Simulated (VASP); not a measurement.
# MgS (Pm-3m) in VASP: a series of runs

The runs below take MgS through single point, relaxation of cell and atoms, with PBE.

Everything below comes from runs of VASP 6.6.1. Logs are shortened: lines on timing, memory, paths and dates and some standing lists are left out, and cuts for length are marked.

**1. The cell of the first run**

It takes space group Pm-3m (No. 221, cubic). Conventional cell: a = 3.273 Å, b = 3.273 Å, c = 3.273 Å, α = 90.00°, β = 90.00°, γ = 90.00°. Mg (site symmetry m-3m) has 8 S at 2.83 Å and 6 Mg at 3.27 Å within 3.7 Å. S (site symmetry m-3m) has 8 Mg at 2.83 Å and 6 S at 3.27 Å within 3.7 Å.

**2. Single point, PBE**

Input file INCAR:

```
SYSTEM = MgS
  PREC = Accurate
  ENCUT = 520
  EDIFF = 1E-6
  ISMEAR = 0
  SIGMA = 0.1
  LREAL = .False.
  LASPH = .True.
  NELM = 80
  ALGO = Normal
  ISIF = 2
  LWAVE = .False.
  LCHARG = .True.
  GGA = PE
  LELF = .True.
  LVHAR = .True.
  NBANDS = 11
```

Input file KPOINTS:

```
Automatic mesh
0
Gamma
  6 6 6
  0 0 0
```

Input file POSCAR:

```
MgS
1.0
    3.2729726278      0.0000000000      0.0000000000
    0.0000000000      3.2729726278      0.0000000000
    0.0000000000      0.0000000000      3.2729726278
Mg S
1 1
Direct
    0.0000000000      0.0000000000      0.0000000000
    0.5000000000      0.5000000000      0.5000000000
```

Potentials or basis: VASP PAW PBE potentials, release 64 (Mg, S).

Command:

```sh
cat potpaw_PBE.64/Mg/POTCAR potpaw_PBE.64/S/POTCAR > POTCAR
mpirun -np 1 vasp_std > vasp.out
```

OUTCAR:

```text
SYSTEM = MgS
   PREC = Accurate
   ENCUT = 520
   EDIFF = 1E-6
   ISMEAR = 0
   LREAL = .False.
   LASPH = .True.
   NELM = 80
   ISIF = 2
   GGA = PE

 ion  position               nearest neighbor table
   1  0.000  0.000  0.000-   2 2.83   2 2.83   2 2.83   2 2.83   2 2.83   2 2.83   2 2.83   2 2.83

   2  0.500  0.500  0.500-   1 2.83   1 2.83   1 2.83   1 2.83   1 2.83   1 2.83   1 2.83   1 2.83

  LATTYP: Found a simple cubic cell.
 ALAT       =     3.2729726278

  Lattice vectors:

 A1 = (   3.2729726278,   0.0000000000,   0.0000000000)
 A2 = (   0.0000000000,   3.2729726278,   0.0000000000)
 A3 = (   0.0000000000,   0.0000000000,   3.2729726278)

Analysis of symmetry for initial positions (statically):
=====================================================================
 Subroutine PRICEL returns:
 Original cell was already a primitive cell.

 Routine SETGRP: Setting up the symmetry group for a
 simple cubic supercell.

 Subroutine GETGRP returns: Found 48 space group operations
 (whereof 48 operations were pure point group operations)
 out of a pool of 48 trial point group operations.

The static configuration has the point symmetry O_h .

Analysis of symmetry for dynamics (positions and initial velocities):
=====================================================================
 Subroutine PRICEL returns:
 Original cell was already a primitive cell.

 Routine SETGRP: Setting up the symmetry group for a
 simple cubic supercell.

 Subroutine GETGRP returns: Found 48 space group operations
 (whereof 48 operations were pure point group operations)
 out of a pool of 48 trial point group operations.

The dynamic configuration has the point symmetry O_h .

 Subroutine INISYM returns: Found 48 space group operations
 (whereof 48 operations are pure point group operations),
 and found     1 'primitive' translations

----------------------------------------------------------------------------------------

                                     Primitive cell

  volume of cell :      35.0612

  direct lattice vectors                    reciprocal lattice vectors
     3.272972628  0.000000000  0.000000000     0.305532650  0.000000000  0.000000000
     0.000000000  3.272972628  0.000000000     0.000000000  0.305532650  0.000000000
     0.000000000  0.000000000  3.272972628     0.000000000  0.000000000  0.305532650

  length of vectors
     3.272972628  3.272972628  3.272972628     0.305532650  0.305532650  0.305532650

  position of ions in fractional coordinates (direct lattice)
     0.000000000  0.000000000  0.000000000
     0.500000000  0.500000000  0.500000000

  ion indices of the primitive-cell ions
   primitive index   ion index
                 1           1
                 2           2

----------------------------------------------------------------------------------------

 KPOINTS: Automatic mesh

Automatic generation of k-mesh.
 Grid dimensions read from file:
 generate k-points for:    6    6    6

 Generating k-lattice:

  Cartesian coordinates                     Fractional coordinates (reciprocal lattice)
     0.050922108  0.000000000  0.000000000     0.166666667  0.000000000  0.000000000
     0.000000000  0.050922108  0.000000000     0.000000000  0.166666667  0.000000000
     0.000000000  0.000000000  0.050922108     0.000000000  0.000000000  0.166666667

  Length of vectors
     0.050922108  0.050922108  0.050922108

  Shift w.r.t. Gamma in fractional coordinates (k-lattice)
     0.000000000  0.000000000  0.000000000

 Subroutine IBZKPT returns following result:
 ===========================================

 Found     20 irreducible k-points:

 Following reciprocal coordinates:
            Coordinates               Weight
  0.000000  0.000000  0.000000      1.000000
  0.166667  0.000000  0.000000      6.000000
  0.333333  0.000000  0.000000      6.000000
  0.500000  0.000000  0.000000      3.000000
  0.166667  0.166667  0.000000     12.000000
  0.333333  0.166667  0.000000     24.000000
[... 12 lines left out ...]
  0.500000  0.500000  0.333333      6.000000
  0.500000  0.500000  0.500000      1.000000
   k-points           NKPTS =     20   k-points in BZ     NKDIM =     20   number of bands    NBANDS=     11
   number of dos      NEDOS =    301   number of ions     NIONS =      2
   total plane-waves  NPLWV =  13824
   dimension x,y,z NGX =    24 NGY =   24 NGZ =   24
   dimension x,y,z NGXF=    48 NGYF=   48 NGZF=   48
   ions per type =               1   1
   NGX,Y,Z   is equivalent  to a cutoff of  12.19, 12.19, 12.19 a.u.
   NGXF,Y,Z  is equivalent  to a cutoff of  24.38, 24.38, 24.38 a.u.
 SYSTEM =  MgS
   PREC   = accura    normal or accurate (medium, high low for compatibility)
   ISTART =      0    job   : 0-new  1-cont  2-samecut
   ICHARG =      2    charge: 1-file 2-atom 10-const
   ISPIN  =      1    spin polarized calculation?
   LNONCOLLINEAR =      F non collinear calculations
   LSORBIT =      F    spin-orbit coupling
[... 35 lines left out ...]
 Gauss-broadening in eV      SIGMA  =   0.10
  energy-cutoff  :      520.00
  volume of cell :       35.06
 maximum number of plane-waves:       968
   NGX = 13   NGY = 13   NGZ = 13

 number of electron       7.9999996 magnetization

 Free energy of the ion-electron system (eV)
  ---------------------------------------------------
  ext. energy  EPLUGINS =         0.00000000
  ---------------------------------------------------
  free energy    TOTEN  =        -7.25292603 eV

  energy without entropy =       -7.24865486  energy(sigma->0) =       -7.25079044

 E-fermi :   5.3109     XC(G=0):  -9.8195

 val. band max:        5.3004315537   @ k =   0.5000   0.5000   0.1667
 cond. band min:       5.4715831780   @ k =   0.5000   0.5000   0.0000
 fundamental gap:      0.1711516242
 Fermi energy:         5.3109324959

 k-point     1 :       0.0000    0.0000    0.0000
  band No.  band energies     occupation
      1      -8.6212      2.00000
      2       4.0186      2.00000
      3       4.0186      2.00000
      4       4.0186      2.00000
      5       6.1262      0.00000
      6       9.7429      0.00000
      7       9.7429      0.00000
      8      17.7602      0.00000
      9      17.7602      0.00000
     10      17.7602      0.00000
     11      18.5840      0.00000

 k-point     2 :       0.1667    0.0000    0.0000
  band No.  band energies     occupation
      1      -8.3877      2.00000
      2       2.0163      2.00000
      3       4.1803      2.00000
      4       4.1803      2.00000
      5       7.2007      0.00000
      6      10.1163      0.00000
      7      11.2802      0.00000
      8      15.6276      0.00000
      9      15.6276      0.00000
     10      16.9277      0.00000
     11      18.8911      0.00000

 k-point     3 :       0.3333    0.0000    0.0000
  band No.  band energies     occupation
      1      -7.8238      2.00000
      2      -0.2974      2.00000
      3       4.5472      2.00000
      4       4.5472      2.00000
      5       8.3512      0.00000
      6      11.2161      0.00000
      7      12.2738      0.00000
      8      13.5738      0.00000
      9      13.5738      0.00000
     10      15.9487      0.00000
     11      18.1129      0.00000

 k-point     4 :       0.5000    0.0000    0.0000
  band No.  band energies     occupation
      1      -7.4640      2.00000
      2      -1.2776      2.00000
      3       4.7597      2.00000
      4       4.7597      2.00000
      5       9.1644      0.00000
      6      11.5155      0.00000
      7      12.5421      0.00000
      8      12.7650      0.00000
      9      12.7650      0.00000
     10      13.8861      0.00000
     11      20.3496      0.00000
[... 183 lines left out ...]
 k-point    18 :       0.5000    0.3333    0.3333
  band No.  band energies     occupation
      1      -6.1661      2.00000
      2       0.7325      2.00000
      3       1.8758      2.00000
      4       2.1765      2.00000
      5       7.1111      0.00000
      6       7.7040      0.00000
      7       9.0675      0.00000
      8      13.3198      0.00000
      9      17.8876      0.00000
     10      18.5972      0.00000
     11      19.9229      0.00000

 k-point    19 :       0.5000    0.5000    0.3333
  band No.  band energies     occupation
      1      -5.9011      2.00000
      2       1.2022      2.00000
      3       1.2022      2.00000
      4       2.4019      2.00000
      5       6.2413      0.00000
      6       8.0868      0.00000
      7       8.0868      0.00000
      8      12.0330      0.00000
      9      18.6987      0.00000
     10      20.6071      0.00000
     11      20.6071      0.00000

 k-point    20 :       0.5000    0.5000    0.5000
  band No.  band energies     occupation
      1      -5.6461      2.00000
      2       1.6099      2.00000
      3       1.6099      2.00000
      4       1.6099      2.00000
      5       7.0134      0.00000
      6       7.0134      0.00000
      7       7.0134      0.00000
      8      10.6027      0.00000
      9      21.6890      0.00000
     10      21.6890      0.00000
     11      21.6890      0.00000

------------------------ aborting loop because EDIFF is reached ----------------------------------------

  FORCE on cell =-STRESS in cart. coord.  units (eV):
  Direction    XX          YY          ZZ          XY          YZ          ZX
  --------------------------------------------------------------------------------------
  -------------------------------------------------------------------------------------
  Total       -0.0763580     -0.0763580     -0.0763580      0.0000000      0.0000000      0.0000000
  in kB       -3.4892982     -3.4892982     -3.4892982      0.0000000      0.0000000      0.0000000
  external PRESSURE =      -3.4892982 kB  Pullay stress =       0.0000000 kB

 VOLUME and BASIS-vectors are now :
 -----------------------------------------------------------------------------
  energy-cutoff  :      520.00
  volume of cell :       35.06
      direct lattice vectors                 reciprocal lattice vectors
     3.272972628  0.000000000  0.000000000     0.305532650  0.000000000  0.000000000
     0.000000000  3.272972628  0.000000000     0.000000000  0.305532650  0.000000000
     0.000000000  0.000000000  3.272972628     0.000000000  0.000000000  0.305532650

 POSITION                                       TOTAL-FORCE (eV/Angst)
 -----------------------------------------------------------------------------------
      0.00000      0.00000      0.00000         0.000000      0.000000      0.000000
      1.63649      1.63649      1.63649         0.000000      0.000000      0.000000
 -----------------------------------------------------------------------------------
    total drift:                               -0.000000     -0.000000     -0.000000

  FREE ENERGIE OF THE ION-ELECTRON SYSTEM (eV)
  ---------------------------------------------------
  free  energy   TOTEN  =        -7.2529260318 eV

  energy  without entropy=       -7.2486548550  energy(sigma->0) =       -7.25079044
```

Wall time 9.1 s (1 thread of Intel Xeon 6975P-C, shared host); peak memory 0.13 GiB.

What came out:

```
Free energy : -7.2529 eV
Pressure    : -0.3 GPa
```

**3. Single point, PBE**

This run uses another cell than the first one, of 20.97 Å³/atom, 1.196 times its volume.

Input file INCAR:

```
SYSTEM = MgS
ALGO = Normal
EDIFF = 1E-7
ENCUT = 520
GGA = PE
ISIF = 2
ISMEAR = 0
LASPH = .True.
LCHARG = .False.
LREAL = .False.
LWAVE = .False.
NBANDS = 11
NELM = 80
PREC = Accurate
SIGMA = 0.1
```

Input file KPOINTS:

```
k-points
0
Gamma
  6 6 6
  0 0 0
```

Input file POSCAR:

```
MgS
1.0
    3.4745080900      0.0000000000      0.0000000000
    0.0000000000      3.4745080900      0.0000000000
    0.0000000000      0.0000000000      3.4745080900
Mg S
1 1
Direct
    0.0000000000      0.0000000000      0.0000000000
    0.5000000000      0.5000000000      0.5000000000
```

Potentials or basis: VASP PAW PBE potentials, release 64 (Mg, S).

Command:

```sh
cat potpaw_PBE.64/Mg/POTCAR potpaw_PBE.64/S/POTCAR > POTCAR
mpirun -np 1 vasp_std > vasp.out
```

It took 16 s on 1 thread of Intel Xeon 6975P-C, shared host; peak memory 0.15 GiB.

It converged, with:

| Item | Value |
| --- | --- |
| Free energy | -7.0273 eV |
| Pressure | -8.8 GPa |
| Band gap on the k mesh | zero (band 4 reaches 3.61 eV, above the bottom of band 5 at 3.59 eV) |

Levels at points of the mesh, in eV from the Fermi level:
```tsv
k point	band 1	band 2	band 3	band 4	band 5	band 6	band 7	band 8
(0.00, 0.00, 0.00)	-12.83	-1.06	-1.06	-1.06	-0.10	4.85	4.85	10.72
(0.50, 0.00, 0.00)	-12.02	-5.49	-0.46	-0.46	3.19	4.88	7.10	7.10
(0.50, 0.50, 0.00)	-11.37	-4.02	-4.02	-0.16	0.06	7.26	7.27	7.27
(0.50, 0.50, 0.50)	-10.80	-2.94	-2.94	-2.94	2.00	2.00	2.00	4.14
```

**4. Relaxation of cell and atoms, PBE**

This run uses another cell than the first one, of 20.97 Å³/atom, 1.196 times its volume.

Input file INCAR:

```
SYSTEM = MgS
PREC     = Accurate       ! precision mode
ENCUT    = 600            ! plane-wave cutoff, eV
EDIFF    = 1E-7           ! SCF threshold, eV
ISMEAR   = 0              ! smearing method
SIGMA    = 0.1            ! smearing width, eV
LREAL    = .FALSE.        ! projectors in reciprocal space
LASPH    = .TRUE.         ! aspherical terms in the spheres
NELM     = 80             ! most SCF steps
ALGO     = Normal         ! electronic algorithm
ISIF     = 3              ! what is computed and relaxed
LWAVE    = .FALSE.        ! write WAVECAR
LCHARG   = .FALSE.        ! write CHGCAR
GGA      = PE             ! functional
IBRION   = 2              ! ionic algorithm
NSW      = 90             ! ionic steps
EDIFFG   = -0.04          ! ionic threshold
```

Input file KPOINTS:

```
Automatic mesh
0
G
  6 6 6
  0 0 0
```

POSCAR is that of step 3.

Command:

```sh
cat potpaw_PBE.64/Mg/POTCAR potpaw_PBE.64/S/POTCAR > POTCAR
mpirun -np 1 vasp_std > vasp.out
```

It took 23 s on 1 thread of Intel Xeon 6975P-C, shared host; peak memory 0.16 GiB.

It converged, with:

* Free energy: -7.2533 eV
* Relaxed volume: 17.47 Å³/atom
* Relaxed cell: a = 3.269 Å, b = 3.269 Å, c = 3.269 Å, α = 90.00°, β = 90.00°, γ = 90.00°
* Space group after relaxing (to 0.05 Å): Pm-3m (No. 221)
* Energy gained by relaxing: 112.9 meV/atom
* Ionic steps: 3
* Pressure after relaxing: 0.0 GPa

Step by step:
```csv
step,energy change (eV),largest force (eV/Å),pressure (GPa),volume (Å³)
1,0.0000,0.0000,-8.77,41.94
2,-0.2247,0.0000,-0.86,35.36
3,-0.2259,0.0000,-0.05,34.94
```

Final structure:
```yaml
crystal:
  lattice:
    - [3.26908, 0.00000, 0.00000]
    - [0.00000, 3.26908, 0.00000]
    - [0.00000, 0.00000, 3.26908]
  atoms:
    - { symbol: Mg, position: [0.00000, 0.00000, 0.00000] }
    - { symbol: S, position: [0.50000, 0.50000, 0.50000] }
```

Levels at points of the mesh, in eV from the Fermi level:
| k point | band 1 | band 2 | band 3 | band 4 | band 5 | band 6 | band 7 | band 8 |
| --- | --- | --- | --- | --- | --- | --- | --- | --- |
| (0.00, 0.00, 0.00) | -13.96 | -1.30 | -1.30 | -1.30 | 0.84 | 4.42 | 4.42 | 12.49 |
| (0.50, 0.00, 0.00) | -12.79 | -6.61 | -0.55 | -0.55 | 3.87 | 6.23 | 7.24 | 7.46 |
| (0.50, 0.50, 0.00) | -11.84 | -4.98 | -4.98 | -0.36 | 0.16 | 7.65 | 8.41 | 8.41 |
| (0.50, 0.50, 0.50) | -10.96 | -3.72 | -3.72 | -3.72 | 1.70 | 1.70 | 1.70 | 5.32 |

Caveat: the volume moved by over 15 % at a fixed basis, so the end points are rough.

**5. Single point, PBE**

This run uses another cell than the first one, of 17.57 Å³/atom, 1.002 times its volume.

Input file INCAR:

```
PREC     = Accurate       # precision mode
ENCUT    = 520            # plane-wave cutoff, eV
EDIFF    = 1E-6           # SCF threshold, eV
ISMEAR   = 0              # smearing method
SIGMA    = 0.1            # smearing width, eV
LREAL    = F              # projectors in reciprocal space
LASPH    = T              # aspherical terms in the spheres
NELM     = 80             # most SCF steps
ALGO     = Normal         # electronic algorithm
ISIF     = 2              # what is computed and relaxed
LWAVE    = F              # write WAVECAR
LCHARG   = F              # write CHGCAR
GGA      = PE             # functional
NBANDS   = 11             # bands
```

Input file KPOINTS:

```
regular mesh
0
Gamma
  16 16 16
```

Input file POSCAR:

```
MgS
1.0
    3.2754750589      0.0000000000      0.0000000000
    0.0000000000      3.2754750589      0.0000000000
    0.0000000000      0.0000000000      3.2754750589
Mg S
1 1
Direct
    0.0000000000      0.0000000000      0.0000000000
    0.5000000000      0.5000000000      0.5000000000
```

Command:

```sh
cat potpaw_PBE.64/Mg/POTCAR potpaw_PBE.64/S/POTCAR > POTCAR
mpirun -np 1 vasp_std > vasp.out
```

It took 43 s on 1 thread of Intel Xeon 6975P-C, shared host; peak memory 0.19 GiB.

Results (log left out):

* Free energy: -7.2570 eV
* Pressure: -0.3 GPa
* Band gap on the k mesh: zero (band 4 reaches 5.35 eV, above the bottom of band 5 at 5.13 eV)

Levels at points of the mesh, in eV from the Fermi level:
```
           k point  band 1  band 2  band 3  band 4  band 5  band 6  band 7  band 8
(0.00, 0.00, 0.00)  -13.90   -1.27   -1.27   -1.27    0.80    4.44    4.44   12.42
(0.50, 0.00, 0.00)  -12.74   -6.57   -0.53   -0.53    3.85    6.19    7.24    7.45
(0.50, 0.50, 0.00)  -11.80   -4.94   -4.94   -0.36    0.18    7.65    8.37    8.37
(0.50, 0.50, 0.50)  -10.93   -3.67   -3.67   -3.67    1.70    1.70    1.70    5.26
```

**6. Relaxation of cell and atoms, PBE**

Input file INCAR:

```
PREC = Accurate ; ENCUT = 600
EDIFF = 1E-7 ; ISMEAR = 0
SIGMA = 0.1 ; LREAL = F
LASPH = T ; NELM = 100
ALGO = Normal ; ISIF = 3
LWAVE = F ; LCHARG = F
GGA = PE ; IBRION = 2
NSW = 100 ; EDIFFG = -0.01
```

Input file KPOINTS:

```
Automatic mesh
0
Gamma
  16 16 16
```

Input file POSCAR:

```
MgS
1.0
    3.2729726278      0.0000000000      0.0000000000
    0.0000000000      3.2729726278      0.0000000000
    0.0000000000      0.0000000000      3.2729726278
Mg S
1 1
Direct
    0.0000000000      0.0000000000      0.0000000000
    0.5000000000      0.5000000000      0.5000000000
```

Potentials or basis: VASP PAW PBE potentials, release 64 (Mg, S).

Command:

```sh
cat potpaw_PBE.64/Mg/POTCAR potpaw_PBE.64/S/POTCAR > POTCAR
mpirun -np 1 vasp_std > vasp.out
```

Run time: 1.8 min. Hardware: 1 thread of Intel Xeon 6975P-C, shared host; peak memory 0.21 GiB.

Results (log left out):

* Free energy: -7.2573 eV
* Relaxed volume: 17.50 Å³/atom
* Relaxed cell: a = 3.271 Å, b = 3.271 Å, c = 3.271 Å, α = 90.00°, β = 90.00°, γ = 90.00°
* Space group after relaxing (to 0.05 Å): Pm-3m (No. 221)
* Energy gained by relaxing: 0.0 meV/atom
* Ionic steps: 2
* Pressure after relaxing: 0.0 GPa
* Band gap on the k mesh: zero (band 4 reaches 5.40 eV, above the bottom of band 5 at 5.16 eV)

Final structure:
```xyz
2
Lattice="3.2709 0.0000 0.0000 0.0000 3.2709 0.0000 0.0000 0.0000 3.2709" Properties=species:S:1:pos:R:3 pbc="T T T"
Mg    0.0000    0.0000    0.0000
S     1.6355    1.6355    1.6355
```

Levels at points of the mesh, in eV from the Fermi level:
```tsv
k point	band 1	band 2	band 3	band 4	band 5	band 6	band 7	band 8
(0.00, 0.00, 0.00)	-13.92	-1.27	-1.27	-1.27	0.83	4.43	4.43	12.47
(0.50, 0.00, 0.00)	-12.76	-6.59	-0.53	-0.53	3.86	6.23	7.24	7.46
(0.50, 0.50, 0.00)	-11.81	-4.96	-4.96	-0.37	0.19	7.66	8.40	8.40
(0.50, 0.50, 0.50)	-10.93	-3.69	-3.69	-3.69	1.70	1.70	1.70	5.29
```

**7. Overview**

| task | cell | k mesh | cutoff (eV) | gap on the mesh (eV) | pressure (GPa) | relaxed volume (Å³/atom) |
| --- | --- | --- | --- | --- | --- | --- |
| single point | a = 3.273 Å, 2 atoms | 6 × 6 × 6 | 520 | - | -0.3 | - |
| single point | a = 3.475 Å, 2 atoms | 6 × 6 × 6 | 520 | none | -8.8 | - |
| relaxation of cell and atoms | relaxed from a = 3.475 Å, 2 atoms | 6 × 6 × 6 | 600 | - | 0.0 | 17.47 |
| single point | a = 3.275 Å, 2 atoms | 16 × 16 × 16 | 520 | none | -0.3 | - |
| relaxation of cell and atoms | relaxed from a = 3.273 Å, 2 atoms | 16 × 16 × 16 | 600 | none | 0.0 | 17.50 |

Alike in all rows: level PBE; potentials or basis VASP PAW PBE potentials, release 64 (Mg, S); no spin polarisation; smearing gaussian 0.1 eV.

Caveats: the volume moved by over 15 % at a fixed basis, so the end points are rough (some runs).

Total energies depend on the potentials used, so only differences within one code and one set of settings carry meaning.
